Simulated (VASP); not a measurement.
# WC (P-6m2) in VASP: a series of runs, part 2 of 2

VASP 6.6.1. The steps go on from the part before.

## Step 3: Single point, PBEsol

This run uses another cell than the first one, of the same volume but with other edges.

File INCAR:

```
SYSTEM = WC
ALGO = Normal
EDIFF = 1E-6
ENCUT = 520
GGA = PS
ISIF = 2
ISMEAR = 0
LASPH = .TRUE.
LCHARG = .FALSE.
LREAL = .FALSE.
LWAVE = .FALSE.
NBANDS = 16
NELM = 100
PREC = Accurate
SIGMA = 0.15
```

File KPOINTS:

```
k-points
0
G
  21 21 18
  0 0 0
```

File POSCAR:

```
WC
1.0
    2.7294763531      0.0000000000      0.0000000000
   -1.3647381766      2.3637958608      0.0000000000
    0.0000000000      0.0000000000      3.1946291108
W C
1 1
Direct
    0.0000000000      0.0000000000      0.0000000000
    0.6666666667      0.3333333333      0.5000000000
```

Potentials or basis: VASP PAW PBE potentials, release 64 (W_sv, C).

Run with:

```console
$ cat potpaw_PBE.64/W_sv/POTCAR potpaw_PBE.64/C/POTCAR > POTCAR
$ mpirun -np 1 vasp_std > vasp.out
```

OUTCAR:

```text
SYSTEM = WC
   EDIFF = 1E-6
   ENCUT = 520
   GGA = PS
   ISIF = 2
   ISMEAR = 0
   LASPH = .TRUE.
   LREAL = .FALSE.
   NELM = 100
   PREC = Accurate

 ion  position               nearest neighbor table
   1  0.000  0.000  0.000-   2 2.24   2 2.24   2 2.24   2 2.24   2 2.24   2 2.24
   2  0.667  0.333  0.500-   1 2.24   1 2.24   1 2.24   1 2.24   1 2.24   1 2.24

  LATTYP: Found a hexagonal cell.
 ALAT       =     2.7294763531
 C/A-ratio  =     1.1704183138

  Lattice vectors:

 A1 = (   2.7294763531,   0.0000000000,   0.0000000000)
 A2 = (  -1.3647381766,   2.3637958608,   0.0000000000)
 A3 = (   0.0000000000,   0.0000000000,   3.1946291108)

Analysis of symmetry for initial positions (statically):
=====================================================================
 Subroutine PRICEL returns:
 Original cell was already a primitive cell.

 Routine SETGRP: Setting up the symmetry group for a
 hexagonal supercell.

 Subroutine GETGRP returns: Found 12 space group operations
 (whereof 12 operations were pure point group operations)
 out of a pool of 24 trial point group operations.

The static configuration has the point symmetry D_3h.
[... 160 lines left out ...]

 E-fermi :  11.2624     XC(G=0): -13.9946

 val. band max:       11.2621734173   @ k =   0.0476   0.0476   0.3889
 cond. band min:      11.2690399559   @ k =   0.0952   0.0476   0.3889
 fundamental gap:      0.0068665386
 Fermi energy:        11.2624039950

 k-point     1 :       0.0000    0.0000    0.0000
  band No.  band energies     occupation
      1     -62.8710      2.00000
      2     -27.1517      2.00000
      3     -26.4473      2.00000
      4     -26.4473      2.00000
      5      -3.3991      2.00000
      6       5.9751      2.00000
[... 433 lines left out ...]
      3     -27.0386      2.00000
      4     -26.6454      2.00000
      5      -1.7182      2.00000
      6       6.3530      2.00000
[... 8 lines left out ...]
     15      26.1740      0.00000
     16      27.2025      0.00000

 [... further k-points ...]

------------------------ aborting loop because EDIFF is reached ----------------------------------------

  FORCE on cell =-STRESS in cart. coord.  units (eV):
  Direction    XX          YY          ZZ          XY          YZ          ZX
  --------------------------------------------------------------------------------------
  -------------------------------------------------------------------------------------
  Total        5.3175548      5.3175548     -9.8040730     -0.0000000      0.0000000      0.0000000
  in kB      413.3451098    413.3451098   -762.0919426     -0.0000000      0.0000000      0.0000000
  external PRESSURE =      21.5327590 kB  Pullay stress =       0.0000000 kB

 VOLUME and BASIS-vectors are now :
 -----------------------------------------------------------------------------
  energy-cutoff  :      520.00
  volume of cell :       20.61
      direct lattice vectors                 reciprocal lattice vectors
     2.729476353  0.000000000  0.000000000     0.366370641  0.211524188  0.000000000
    -1.364738177  2.363795861  0.000000000     0.000000000  0.423048376  0.000000000
     0.000000000  0.000000000  3.194629111     0.000000000  0.000000000  0.313025383

 POSITION                                       TOTAL-FORCE (eV/Angst)
 -----------------------------------------------------------------------------------
      0.00000      0.00000      0.00000         0.000000      0.000000      0.000000
      1.36474      0.78793      1.59731        -0.000000      0.000000      0.000000
 -----------------------------------------------------------------------------------
    total drift:                               -0.000000      0.000000      0.000000

  FREE ENERGIE OF THE ION-ELECTRON SYSTEM (eV)
  ---------------------------------------------------
  free  energy   TOTEN  =       -22.9324302176 eV

  energy  without entropy=      -22.9291603525  energy(sigma->0) =      -22.93079529
```

stdout:

```text
POSCAR found type information on POSCAR W C
 POSCAR found :  2 types and       2 ions
 scaLAPACK will be used
 -----------------------------------------------------------------------------
|                                                                             |
|                                                                             |
|     You enforced a specific xc type in the INCAR file but a different       |
|     I HOPE YOU KNOW WHAT YOU ARE DOING!                                     |
|                                                                             |
 -----------------------------------------------------------------------------

 LDA part: xc-table for (Slater+PW92), standard interpolation
 POSCAR, INCAR and KPOINTS ok, starting setup
 FFT: planning ... GRIDC
 FFT: planning ... GRID_SOFT
 FFT: planning ... GRID
 WAVECAR not read
 entering main loop
```

Run time: 86 s. Hardware: 1 thread of Intel Xeon Platinum 8259CL at 2.50GHz (Skylake/Cascade Lake), shared host; peak memory 0.26 GiB.

What came out:

```yaml
Free_energy: -22.9324 eV
Pressure: 2.2 GPa
Band_gap_on_the_k_mesh: zero (band 9 reaches 11.75 eV, above the bottom of band 10 at 10.64 eV)
```

Levels at points of the mesh, in eV from the Fermi level:
```tsv
k point	band 5	band 6	band 7	band 8	band 9	band 10	band 11	band 12	band 13	band 14
(0.00, 0.00, 0.00)	-14.66	-5.29	-2.35	-2.35	-1.71	3.10	3.10	4.81	4.81	7.92
(0.00, 0.00, 0.50)	-11.49	-9.24	-0.91	-0.91	-0.35	-0.35	0.10	5.14	5.14	9.81
```

Caveat: the PAW data sets were made with another functional, which shifts forces and pressure a little; spin-orbit coupling is left out, which moves the levels of the heavy elements.

## Step 4: Single point, PBEsol

This run uses another cell than the first one, of the same volume but with other edges.

File INCAR:

```
ALGO = Normal
EDIFF = 1E-6
ENCUT = 520
GGA = PS
ISIF = 2
ISMEAR = 0
LASPH = T
LCHARG = F
LREAL = F
LWAVE = F
NBANDS = 16
NELM = 60
PREC = Accurate
SIGMA = 0.15
```

File KPOINTS:

```
k-points
0
Gamma
  21 21 18
```

File POSCAR:

```
WC
1.0
    2.9822483642      0.0000000000      0.0000000000
   -1.4911241821      2.5827028438      0.0000000000
    0.0000000000      0.0000000000      2.6760332114
W C
1 1
Direct
    0.0000000000      0.0000000000      0.0000000000
    0.6666666667      0.3333333333      0.5000000000
```

Run with:

```console
$ cat potpaw_PBE.64/W_sv/POTCAR potpaw_PBE.64/C/POTCAR > POTCAR
$ mpirun -np 1 vasp_std > vasp.out
```

It took 78 s on 1 thread of Intel Xeon Platinum 8259CL at 2.50GHz (Skylake/Cascade Lake), shared host; peak memory 0.26 GiB.

It converged, with:

- Free energy: -23.6764 eV
- Pressure: 6.4 GPa
- Band gap on the k mesh: zero (band 9 reaches 12.05 eV, above the bottom of band 10 at 10.50 eV)

Stress tensor (GPa, compression positive):
```
-14.72   0.00   0.00
  0.00 -14.72   0.00
  0.00   0.00  48.77
```

Levels at points of the mesh, in eV from the Fermi level:
| k point | band 6 | band 7 | band 8 | band 9 | band 10 | band 11 | band 12 | band 13 |
| --- | --- | --- | --- | --- | --- | --- | --- | --- |
| (0.00, 0.00, 0.00) | -4.45 | -4.03 | -4.03 | 0.94 | 3.47 | 3.47 | 5.62 | 5.97 |
| (0.00, 0.00, 0.50) | -8.65 | -2.89 | -2.89 | -0.59 | -0.59 | 4.02 | 4.02 | 5.05 |

Caveat: the PAW data sets were made with another functional, which shifts forces and pressure a little; spin-orbit coupling is left out, which moves the levels of the heavy elements.

## Step 5: Summary

| cell | gap on the mesh (eV) | pressure (GPa) |
| --- | --- | --- |
| a = 3.062, b = 3.062, c = 2.539 Å, angles 90.0, 90.0, 120.0°, 2 atoms | none | 16.5 |
| a = 2.729, b = 2.729, c = 3.195 Å, angles 90.0, 90.0, 120.0°, 2 atoms | none | 2.2 |
| a = 2.982, b = 2.982, c = 2.676 Å, angles 90.0, 90.0, 120.0°, 2 atoms | none | 6.4 |

Alike in all rows: task single point; level PBEsol; potentials or basis VASP PAW PBE potentials, release 64 (W_sv, C); no spin polarisation; k mesh 21 × 21 × 18; cutoff (eV) 520; smearing gaussian 0.15 eV.

Caveats: the PAW data sets were made with another functional, which shifts forces and pressure a little; spin-orbit coupling is left out, which moves the levels of the heavy elements.

Absolute energies hang on the potentials; compare differences alone.
